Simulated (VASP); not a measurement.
# TiSi2: single point with PBEsol

Crystal: TiSi2.

```
Ti Si
1.0
     0.00000    4.21379    4.37549
     2.45230    0.00000    4.37549
     2.31402    4.13331    0.07751
Ti Si
2 4
Direct
  0.75024 0.74886 0.75227
  0.49976 0.50114 0.49773
  0.08713 0.41262 0.08797
  0.41417 0.08600 0.41546
  0.16287 0.83738 0.16203
  0.83583 0.16400 0.83454
```

This cell differs from its parent crystal: biaxial strain in the a-b plane: +3.0 %.

- Program: VASP 6.6.1
- Task: single point
- Functional: PBEsol
- Potentials or basis: VASP PAW PBE potentials, release 64 (Ti_sv, Si)
- Cutoff: 520 eV
- k mesh: 10 × 10 × 10
- Occupations: gaussian, width 0.1 eV
- Spin: no spin polarisation
- Dipole correction: no
- Further INCAR settings: ALGO = Normal; EDIFF = 1e-07; NBANDS = 29

- Pressure: -5.5 GPa
- Largest force: 0.203 eV/Å
- Band gap on the k mesh: zero (bands 20 and 21 overlap by 1.72 eV)

Forces on the atoms (eV/Å):
```
Ti   0.072  0.133 -0.136
Ti  -0.072 -0.133  0.136
Si   0.021  0.079 -0.097
Si   0.023  0.017 -0.012
Si  -0.021 -0.079  0.097
Si  -0.023 -0.017  0.012
```

Stress tensor (GPa, compression positive):
```
-1.93  4.03 -4.14
 4.03 -6.39 -1.52
-4.14 -1.52 -8.06
```

Levels at points of the mesh, in eV from the Fermi level:
```tsv
k point	band 17	band 18	band 19	band 20	band 21	band 22	band 23	band 24
(0.00, 0.00, 0.00)	-2.28	-1.88	-1.60	-1.30	-0.94	1.95	2.92	3.16
(0.50, 0.00, 0.00)	-1.94	-1.11	-0.02	0.17	0.91	1.36	1.74	2.23
(0.00, 0.50, 0.00)	-1.96	-1.05	-0.07	0.03	0.88	1.28	1.43	2.05
(0.50, 0.50, 0.00)	-1.67	-1.40	-0.98	-0.88	0.61	0.63	2.97	3.14
(0.00, 0.00, 0.50)	-1.86	-0.83	-0.10	0.26	1.07	1.38	1.57	2.40
(0.50, 0.00, 0.50)	-2.40	-2.14	-0.92	-0.79	1.14	1.23	3.03	3.10
(0.00, 0.50, 0.50)	-1.10	-1.04	-0.63	-0.59	0.72	0.81	2.09	2.18
(0.50, 0.50, 0.50)	-2.04	-0.87	0.01	0.18	0.93	1.28	1.63	2.18
```

It took 21 min on 1 × NVIDIA H100 80GB with 1 thread of AMD EPYC 7R13 Processor (Zen 3), on a shared host, peak memory 2 GiB.

Caveat: the cell differs from its parent crystal (biaxial strain in the a-b plane: +3.0 %); the stress differs along the axes, from -8 to -2 GPa; the PAW data sets were made with another functional, which shifts forces and pressure a little.
